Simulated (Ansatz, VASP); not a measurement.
# WSe2 in VASP and in Ansatz

```
W Se
1.0
     3.33652    0.00000    0.00000
    -1.66826    2.88951    0.00000
     0.00000    0.00000   13.48814
W Se
2 4
Direct
  0.66667 0.33333 0.75000
  0.33333 0.66667 0.25000
  0.33333 0.66667 0.87238
  0.66667 0.33333 0.37238
  0.33333 0.66667 0.62762
  0.66667 0.33333 0.12762
```

Change from the starting cell: equal strain along all axes, cell held, atoms relaxed: +2.0 %.

Alike in both runs: functional PBEsol; k mesh 12 × 12 × 2; occupations gaussian, width 0.02 eV; no spin polarisation.

Ansatz relaxed the structure, and its values are those at the end. VASP's run is a single point on that final structure, the one shown.

|  | VASP | Ansatz |
| --- | --- | --- |
| version | VASP 6.6.1 | Ansatz 0.2.0 |
| potentials or method | VASP PAW PBE potentials, release 64 (W_sv, Se), cutoff 520 eV | scalar-relativistic, plane waves, PAW |
| valence electrons in the cell | 52 | 92 |

Ansatz gave:

```
gap on the k mesh at the Fermi level (eV) : 1.11
least direct gap on the mesh (eV)         : 1.37
pressure (GPa)                            : -3.0
rms of the force components (eV/Å)        : 0.000
```

What did VASP give for the same quantities?

gap on the k mesh at the Fermi level (eV): 1.11; least direct gap on the mesh (eV): 1.37; pressure (GPa): -2.6; rms of the force components (eV/Å): 0.027.

VASP's potentials were made for PBE, not for PBEsol. VASP's potentials hold 52 valence electrons a cell and Ansatz's 92, so a difference there can come from the potentials and not from the codes. Ansatz's warnings: stress scf threshold loose.

Neither program's run includes spin-orbit coupling.
